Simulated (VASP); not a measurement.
Write the native input for VASP 6.6.1 that does the following.

```
Task                   : single point
Functional             : r2SCAN
Potentials or basis    : VASP PAW PBE potentials, release 64 (Ba_sv, F)
Cutoff                 : 660 eV
k mesh                 : 6 × 6 × 6
Occupations            : gaussian, width 0.01 eV
Spin                   : no spin polarisation
Dipole correction      : no
Further INCAR settings : ALGO = Normal; EDIFF = 1e-06; NBANDS = 19
```

Crystal: BaF2.

```
Ba F
1.0
     0.00000    3.06588    3.06588
     3.06588    0.00000    3.06588
     3.06588    3.06588    0.00000
Ba F
1 2
Direct
  0.00000 0.00000 0.00000
  0.25000 0.25000 0.25000
  0.75000 0.75000 0.75000
```

The input as run:

POSCAR

```
BaF2
1.0
    0.0000000000      3.0658771516      3.0658771516
    3.0658771516      0.0000000000      3.0658771516
    3.0658771516      3.0658771516      0.0000000000
Ba F
1 2
Direct
    0.0000000000      0.0000000000      0.0000000000
    0.2500000000      0.2500000000      0.2500000000
    0.7500000000      0.7500000000      0.7500000000
```

INCAR.step1

```
PREC = Accurate ; ENCUT = 660
ISMEAR = 0 ; SIGMA = 0.01
LREAL = False ; LASPH = True
NELM = 120 ; NBANDS = 19
GGA = PE ; ALGO = Normal
EDIFF = 1E-5 ; LWAVE = True
LCHARG = False ; GGA_COMPAT = False
```

INCAR.step2

```
PREC = Accurate ; ENCUT = 660
EDIFF = 1E-6 ; ISMEAR = 0
SIGMA = 0.01 ; LREAL = False
LASPH = True ; NELM = 120
ALGO = Normal ; ISIF = 2
LWAVE = False ; LCHARG = False
METAGGA = R2SCAN ; LMIXTAU = True
NBANDS = 19 ; ISTART = 1
GGA_COMPAT = False
```

KPOINTS

```
Automatic mesh
0
Gamma
  6 6 6
```

Potentials or basis: VASP PAW PBE potentials, release 64 (Ba_sv, F).

Run with:

```bash
$ cat potpaw_PBE.64/Ba_sv/POTCAR potpaw_PBE.64/F/POTCAR > POTCAR
$ cp INCAR.step1 INCAR
$ mpirun -np 1 vasp_std > vasp.out
$ cp INCAR.step2 INCAR
$ mpirun -np 1 vasp_std > vasp.out
```

Results of the run:

```
Pressure               : 3.1 GPa
Band gap on the k mesh : 7.49 eV (least direct gap 7.57 eV)
```

Caveat: the cell stands under pressure; the PAW data sets were made with another functional, which shifts forces and pressure a little; spin-orbit coupling is left out, which moves the levels of the heavy elements.

Run time: 2.5 min on 1 thread of Intel Xeon 8259CL, on a shared host, peak memory 0.22 GiB.
